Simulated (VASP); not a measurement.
A run of VASP 6.6.1 is set up as follows.

Contents of INCAR:

```
PREC = Accurate
ENCUT = 520
EDIFF = 1E-6
ISMEAR = 0
SIGMA = 0.02
LREAL = Auto
LASPH = True
NELM = 60
ALGO = Normal
ISIF = 2
LWAVE = False
LCHARG = True
GGA = PE
LELF = True
LVHAR = True
NBANDS = 52
NELECT = 74.0
```

KPOINTS

```
Automatic mesh
0
Gamma
  2 2 2
```

The input POSCAR:

```
CuSi16
1.0
    0.0000000000      5.4300000000      5.4300000000
    5.4300000000      0.0000000000      5.4300000000
    5.4300000000      5.4300000000      0.0000000000
Si Cu
16 1
Direct
   -0.0038325967      0.0090510129     -0.0016237569
    0.1090865562      0.1446922652      0.1209394107
   -0.0255935543      0.0112755064      0.5047729282
    0.1100904236      0.1245370166      0.6269403315
    0.0114152855      0.5155090239      0.0084944751
    0.1313693370      0.6360354512      0.1399792818
   -0.0076271639      0.4978448435      0.5122518416
    0.1143366483      0.6196876611      0.6399616943
    0.5011536832      0.0058873849     -0.0134976980
    0.6229232044      0.1281377532      0.1138640884
    0.4834354512     -0.0109006446      0.4861245856
    0.6034549724      0.1090590239      0.6181544199
    0.5043888582      0.5014367403     -0.0017479742
    0.6407855433      0.6140627072      0.1204466851
    0.5063724678      0.4796790976      0.5045207182
    0.6191237569      0.6156406998      0.6268031308
    0.3060843462      0.8110117864      0.3113121547
```

Potentials or basis: VASP PAW PBE potentials, release 64 (Si, Cu).

Run with:

```sh
$ cat potpaw_PBE.64/Si/POTCAR potpaw_PBE.64/Cu/POTCAR > POTCAR
$ mpirun -np 1 vasp_std > vasp.out
```

Problem. Estimate the largest force.

Solution. 0.035 eV/Å.

Forces in eV/Å, atoms in the order of the input:
```
Si  -0.003 -0.002 -0.002
Si   0.013 -0.018  0.017
Si   0.012 -0.006 -0.008
Si   0.001  0.005  0.003
Si  -0.022 -0.008 -0.009
Si   0.003 -0.001 -0.002
Si  -0.009 -0.002 -0.002
Si   0.007  0.013 -0.010
Si  -0.011 -0.007  0.002
Si   0.005  0.003  0.000
Si  -0.002  0.006  0.010
Si   0.009  0.028  0.019
Si  -0.002 -0.001 -0.003
Si   0.012 -0.004 -0.011
Si  -0.001 -0.003  0.000
Si   0.011  0.001  0.007
Cu  -0.022 -0.005 -0.010
```

Caveat: the k points lie up to 0.50 Å⁻¹ apart; the cell carries a net charge on a neutralising background, which shifts energy and pressure.
